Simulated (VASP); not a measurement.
Set up this calculation in VASP 6.6.1, as the native input.

```yaml
Task: single point
Functional: PBE
Potentials_or_basis: VASP PAW PBE potentials, release 64 (Cs_sv)
Cutoff: 520 eV
k_mesh: 6 × 6 × 3
Occupations: fermi-dirac, width 0.05 eV
Spin: no spin polarisation
Dipole_correction: no
Further_INCAR_settings: ALGO = Normal; EDIFF = 1e-06; NBANDS = 16
```

The structure of Cs lies in POSCAR:

```
Cs
1.0
    5.6754770260      0.0000000000      0.0000000000
   -2.8377385130      4.9151072832      0.0000000000
    0.0000000000      0.0000000000      9.4400638637
Cs
2
Direct
    0.6666666667      0.3333333333      0.7500000000
    0.3333333333      0.6666666667      0.2500000000
```

This isn't the form of Cs at room conditions, which is bcc.

The input as run:

INCAR

```
PREC = Accurate ; ENCUT = 520
EDIFF = 1E-6 ; ISMEAR = -1
SIGMA = 0.05 ; LREAL = F
LASPH = T ; NELM = 80
ALGO = Normal ; ISIF = 2
LWAVE = F ; LCHARG = T
GGA = PE ; LELF = T
LVHAR = T ; NBANDS = 16
```

KPOINTS

```
Automatic mesh
0
Gamma
  6 6 3
```

Potentials or basis: VASP PAW PBE potentials, release 64 (Cs_sv).

Launch:

```bash
$ cat potpaw_PBE.64/Cs_sv/POTCAR > POTCAR
$ mpirun -np 1 vasp_std > vasp.out
```

It gave:

```
Pressure               : -0.2 GPa
Band gap on the k mesh : zero (bands 9 and 10 overlap by 1.37 eV)
```

Caveat: spin-orbit coupling is left out, which moves the levels of the heavy elements.

Wall time 56 s on 1 thread of Intel(R) Xeon(R) Platinum 8259CL CPU @ 2.50GHz (Skylake/Cascade Lake), on a shared host, peak memory 0.34 GiB.
